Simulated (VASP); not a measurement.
The system is SrVO3.

```
Sr V O
1.0
     3.84090    0.00000    0.00000
     0.00000    3.84090    0.00000
     0.00000    0.00000    3.84090
Sr V O
1 1 3
Direct
  0.50000 0.50000 0.50000
  0.00000 0.00000 0.00000
  0.00000 0.00000 0.50000
  0.00000 0.50000 0.00000
  0.50000 0.00000 0.00000
```

```yaml
Program: VASP 6.6.1
Task: relaxation of cell and atoms
Functional: BLYP
Potentials_or_basis: VASP PAW PBE potentials, release 64 (Sr_sv, V_sv, O)
Cutoff: 600 eV
k_mesh: 7 × 7 × 7
Occupations: fermi-dirac, width 0.05 eV
Spin: collinear spin, ferromagnetic start
Starting_moments: "[0.0, 2.0, 0.0, 0.0, 0.0] μB"
```

At the start: pressure 9.2 GPa; volume 11.33 Å³/atom.

Question: Where does the relaxation end?

Answer: Over 3 steps the energy falls by 15.6 meV/atom and the volume is 11.90 Å³/atom (+5.0 %); space group Pm-3m (No. 221, to 0.05 Å); moment 0.00 μB per cell.

The path:
```csv
step,energy change (eV),largest force (eV/Å),pressure (GPa),volume (Å³)
1,0.0000,0.0000,9.20,56.66
2,-0.0197,0.0000,-6.71,62.17
3,-0.0780,0.0000,-0.06,59.52
```

Final structure:
```
CELL_PARAMETERS angstrom
3.90431 0.00000 0.00000
0.00000 3.90431 0.00000
0.00000 0.00000 3.90431
ATOMIC_POSITIONS crystal
Sr 0.50000 0.50000 0.50000
V 0.00000 0.00000 0.00000
O 0.00000 0.00000 0.50000
O 0.00000 0.50000 0.00000
O 0.50000 0.00000 0.00000
```

Caveat: the PAW data sets were made with another functional, which shifts forces and pressure a little.
